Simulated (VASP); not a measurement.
# KBr (Fm-3m) in VASP: a series of runs

Runs on KBr. Level: PBE. Tasks: single point.

Program: VASP 6.6.1. These are calculated values, not measurements. Logs are shortened: lines on timing, memory, paths and dates and some standing lists are left out, and cuts for length are marked.

## (1) The cell of the first run

Symmetry: Fm-3m, No. 225, cubic system. Conventional cell: a = 6.693 Å, b = 6.693 Å, c = 6.693 Å, α = 90.00°, β = 90.00°, γ = 90.00°. K (site symmetry m-3m) has 6 Br at 3.35 Å within 4.4 Å. Br (site symmetry m-3m) has 6 K at 3.35 Å within 4.4 Å.

## (2) Single point, PBE (volume scaled by 1.05)

Input file INCAR:

```
SYSTEM = KBr
ALGO = Normal ; EDIFF = 1E-6
ENCUT = 520 ; GGA = PE
ISIF = 2 ; ISMEAR = -1
LASPH = .TRUE. ; LCHARG = .TRUE.
LELF = .TRUE. ; LREAL = .FALSE.
LVHAR = .TRUE. ; LWAVE = .FALSE.
NBANDS = 15 ; NELM = 80
PREC = Accurate ; SIGMA = 0.01
```

Input file KPOINTS:

```
k-points
0
G
  7 7 7
  0 0 0
```

Input file POSCAR:

```
KBr
1.0
    0.0000000000      3.3464850048      3.3464850048
    3.3464850048      0.0000000000      3.3464850048
    3.3464850048      3.3464850048      0.0000000000
K Br
1 1
Direct
    0.0000000000      0.0000000000      0.0000000000
    0.5000000000      0.5000000000      0.5000000000
```

Potentials or basis: VASP PAW PBE potentials, release 64 (K_sv, Br).

Command:

```
$ cat potpaw_PBE.64/K_sv/POTCAR potpaw_PBE.64/Br/POTCAR > POTCAR
$ mpirun -np 1 vasp_std > vasp.out
```

OUTCAR:

```text
SYSTEM = KBr
   EDIFF = 1E-6
   ENCUT = 520
   GGA = PE
   ISIF = 2
   ISMEAR = -1
   LASPH = .TRUE.
   LREAL = .FALSE.
   NELM = 80
   PREC = Accurate

 ion  position               nearest neighbor table
   1  0.000  0.000  0.000-
   2  0.500  0.500  0.500-

  LATTYP: Found a face centered cubic cell.
 ALAT       =     6.6929700096

  Lattice vectors:

 A1 = (   0.0000000000,   3.3464850048,   3.3464850048)
 A2 = (   3.3464850048,   0.0000000000,   3.3464850048)
 A3 = (   3.3464850048,   3.3464850048,   0.0000000000)

Analysis of symmetry for initial positions (statically):
=====================================================================
 Subroutine PRICEL returns:
 Original cell was already a primitive cell.

 Routine SETGRP: Setting up the symmetry group for a
 face centered cubic supercell.

 Subroutine GETGRP returns: Found 48 space group operations
 (whereof 48 operations were pure point group operations)
 out of a pool of 48 trial point group operations.

The static configuration has the point symmetry O_h .

Analysis of symmetry for dynamics (positions and initial velocities):
=====================================================================
 Subroutine PRICEL returns:
 Original cell was already a primitive cell.

 Routine SETGRP: Setting up the symmetry group for a
 face centered cubic supercell.

 Subroutine GETGRP returns: Found 48 space group operations
 (whereof 48 operations were pure point group operations)
 out of a pool of 48 trial point group operations.

The dynamic configuration has the point symmetry O_h .

 Subroutine INISYM returns: Found 48 space group operations
 (whereof 48 operations are pure point group operations),
 and found     1 'primitive' translations

----------------------------------------------------------------------------------------

                                     Primitive cell

  volume of cell :      74.9543

  direct lattice vectors                    reciprocal lattice vectors
     0.000000000  3.346485005  3.346485005    -0.149410501  0.149410501  0.149410501
     3.346485005  0.000000000  3.346485005     0.149410501 -0.149410501  0.149410501
     3.346485005  3.346485005  0.000000000     0.149410501  0.149410501 -0.149410501

  length of vectors
     4.732644480  4.732644480  4.732644480     0.258786578  0.258786578  0.258786578

  position of ions in fractional coordinates (direct lattice)
     0.000000000  0.000000000  0.000000000
     0.500000000  0.500000000  0.500000000

  ion indices of the primitive-cell ions
   primitive index   ion index
[... 79 lines left out ...]
   PSTRESS=    0.0 pullay stress
   NELECT =      16.0000    total number of electrons
   NUPDOWN=      -1.0000    fix difference up-down
   EMIN   =  10.00;   EMAX   =-10.00  energy-range for DOS
   EFERMI =   0.00;   METHOD = LEGACY
   ISMEAR =    -1;   SIGMA  =   0.01  broadening in eV -4-tet -1-fermi 0-gaus
   EFERMI_NEDOS =   21; number of points for ismear=-14 and -15
   IALGO  =     38    algorithm
   IMIX   =      4    mixing-type and parameters
     AMIX     =   0.40;   BMIX     =  1.00
     AMIX_MAG =   1.60;   BMIX_MAG =  1.00
  volume/ion in A,a.u.               =      37.48       252.91
  Fermi-wavevector in a.u.,A,eV,Ry     =   0.978399  1.848906 13.024372  0.957264
  Thomas-Fermi vector in A             =   2.109171
   LORBIT       =      0    0 simple, 1 ext, 2 COOP (PROOUT), +10 PAW based schemes
   GGA     = PE    functional components
   LHFCALC =     F    Hartree Fock is set to
   AEXX    =    0.0000 exact exchange contribution
   IVDW    =     0    specifies the selected vdW correction
   LEPSILON=     F    determine dielectric tensor
   LRPA    =     F    only Hartree local field effects (RPA)
 non-spin polarized calculation
  energy-cutoff  :      520.00
  volume of cell :       74.95
 maximum number of plane-waves:      2027
   NGX = 17   NGY = 17   NGZ = 17

 number of electron      16.0000000 magnetization

 Free energy of the ion-electron system (eV)
  ---------------------------------------------------
  ext. energy  EPLUGINS =         0.00000000
  ---------------------------------------------------
  free energy    TOTEN  =        -6.22339723 eV

  energy without entropy =       -6.22339723  energy(sigma->0) =       -6.22339723

 E-fermi :  -1.6728     XC(G=0):  -7.2045

 val. band max:       -1.9018043722   @ k =   0.0000   0.0000   0.0000
 cond. band min:       2.4221933695   @ k =   0.0000   0.0000   0.0000
 fundamental gap:      4.3239977417
 Fermi energy:        -1.6728215089

 k-point     1 :       0.0000    0.0000    0.0000
  band No.  band energies     occupation
      1     -29.7749      2.00000
      2     -14.1449      2.00000
      3     -13.2489      2.00000
      4     -13.2489      2.00000
      5     -13.2489      2.00000
      6      -1.9018      2.00000
      7      -1.9018      2.00000
      8      -1.9018      2.00000
      9       2.4222      0.00000
     10       5.6902      0.00000
     11       5.6902      0.00000
     12       5.6902      0.00000
     13       6.4875      0.00000
     14       6.4875      0.00000
[... 329 lines left out ...]
      2     -14.1629      2.00000
      3     -13.3048      2.00000
      4     -13.2849      2.00000
      5     -13.1538      2.00000
      6      -2.5306      2.00000
      7      -2.4915      2.00000
      8      -2.2893      2.00000
      9       5.1136      0.00000
     10       5.8076      0.00000
     11       6.2545      0.00000
     12       6.9805      0.00000
     13       8.4146      0.00000
     14       8.4484      0.00000
     15       9.1486      0.00000

------------------------ aborting loop because EDIFF is reached ----------------------------------------

  FORCE on cell =-STRESS in cart. coord.  units (eV):
  Direction    XX          YY          ZZ          XY          YZ          ZX
  --------------------------------------------------------------------------------------
  -------------------------------------------------------------------------------------
  Total        0.0508719      0.0508719      0.0508719     -0.0000000      0.0000000     -0.0000000
  in kB        1.0874069      1.0874069      1.0874069     -0.0000000      0.0000000     -0.0000000
  external PRESSURE =       1.0874069 kB  Pullay stress =       0.0000000 kB

 VOLUME and BASIS-vectors are now :
 -----------------------------------------------------------------------------
  energy-cutoff  :      520.00
  volume of cell :       74.95
      direct lattice vectors                 reciprocal lattice vectors
     0.000000000  3.346485005  3.346485005    -0.149410501  0.149410501  0.149410501
     3.346485005  0.000000000  3.346485005     0.149410501 -0.149410501  0.149410501
     3.346485005  3.346485005  0.000000000     0.149410501  0.149410501 -0.149410501

 POSITION                                       TOTAL-FORCE (eV/Angst)
 -----------------------------------------------------------------------------------
      0.00000      0.00000      0.00000        -0.000000     -0.000000     -0.000000
      3.34649      3.34649      3.34649         0.000000      0.000000      0.000000
 -----------------------------------------------------------------------------------
    total drift:                                0.000000      0.000000      0.000000

  FREE ENERGIE OF THE ION-ELECTRON SYSTEM (eV)
  ---------------------------------------------------
  free  energy   TOTEN  =        -6.2233972335 eV

  energy  without entropy=       -6.2233972335  energy(sigma->0) =       -6.22339723
```

OSZICAR:

```text
N       E                     dE             d eps       ncg     rms          rms(c)
DAV:   1     0.976878714458E+02    0.97688E+02   -0.68278E+03   600   0.934E+02
DAV:   2    -0.253342369137E+00   -0.97941E+02   -0.90775E+02   796   0.224E+02
DAV:   3    -0.617694022383E+01   -0.59236E+01   -0.59009E+01   824   0.495E+01
DAV:   4    -0.640426045222E+01   -0.22732E+00   -0.22729E+00   903   0.836E+00
DAV:   5    -0.640621946266E+01   -0.19590E-02   -0.19590E-02   824   0.870E-01    0.290E+00
DAV:   6    -0.622521467932E+01    0.18100E+00   -0.22714E-01   754   0.224E+00    0.211E+00
DAV:   7    -0.621269738747E+01    0.12517E-01   -0.10941E-01   810   0.175E+00    0.985E-01
DAV:   8    -0.622225787001E+01   -0.95605E-02   -0.12533E-02   667   0.799E-01    0.117E-01
DAV:   9    -0.622307154818E+01   -0.81368E-03   -0.86694E-04   817   0.181E-01    0.793E-02
DAV:  10    -0.622338051058E+01   -0.30896E-03   -0.31852E-04   628   0.104E-01    0.127E-02
DAV:  11    -0.622339489758E+01   -0.14387E-04   -0.26979E-05   825   0.284E-02    0.530E-03
DAV:  12    -0.622339712630E+01   -0.22287E-05   -0.44651E-06   620   0.141E-02    0.201E-03
DAV:  13    -0.622339723349E+01   -0.10719E-06   -0.14570E-07   643   0.220E-03
   1 F= -.62233972E+01 E0= -.62233972E+01  d E =-.487564E-12
```

stdout:

```text
POSCAR found type information on POSCAR K Br
 POSCAR found :  2 types and       2 ions
 scaLAPACK will be used
 LDA part: xc-table for (Slater+PW92), standard interpolation
 POSCAR, INCAR and KPOINTS ok, starting setup
 FFT: planning ... GRIDC
 FFT: planning ... GRID_SOFT
 FFT: planning ... GRID
 WAVECAR not read
 entering main loop
```

It took 16 s on 1 thread of Intel Xeon 6975P-C (Granite Rapids), shared host; peak memory 0.21 GiB.

Results:

```yaml
Free_energy: -6.2234 eV
Pressure: 0.1 GPa
Band_gap_on_the_k_mesh: 4.32 eV, direct
```

Caveat: the cell differs from its parent crystal (volume scaled by 1.05).

## (3) Single point, PBE

This run uses another cell than the first one, of 35.69 Å³/atom, 0.952 times its volume.

Input file INCAR:

```
SYSTEM = KBr
PREC = Accurate ; ENCUT = 520
EDIFF = 1E-6 ; ISMEAR = -1
SIGMA = 0.01 ; LREAL = .False.
LASPH = .True. ; NELM = 60
ALGO = Normal ; ISIF = 2
LWAVE = .False. ; LCHARG = .False.
GGA = PE ; NBANDS = 15
```

Input file KPOINTS:

```
regular mesh
0
Gamma
  7 7 7
  0 0 0
```

Input file POSCAR:

```
KBr
1.0
    0.0000000000      3.2925000000      3.2925000000
    3.2925000000      0.0000000000      3.2925000000
    3.2925000000      3.2925000000      0.0000000000
K Br
1 1
Direct
    0.0000000000      0.0000000000      0.0000000000
    0.5000000000      0.5000000000      0.5000000000
```

Potentials or basis: VASP PAW PBE potentials, release 64 (K_sv, Br).

Command:

```
$ cat potpaw_PBE.64/K_sv/POTCAR potpaw_PBE.64/Br/POTCAR > POTCAR
$ mpirun -np 1 vasp_std > vasp.out
```

Wall time 10 s (1 thread of Intel Xeon Platinum 8559C (Emerald Rapids), shared host); peak memory 0.21 GiB.

The run converged. Its results:

- Free energy: -6.2126 eV
- Pressure: 0.9 GPa
- Band gap on the k mesh: 4.45 eV, direct

Levels at points of the mesh, in eV from the valence-band top:
| k point | band 5 | band 6 | band 7 | band 8 | band 9 | band 10 | band 11 | band 12 |
| --- | --- | --- | --- | --- | --- | --- | --- | --- |
| (0.00, 0.00, 0.00) | -11.24 | 0.00 | 0.00 | 0.00 | 4.45 | 7.61 | 7.61 | 7.61 |
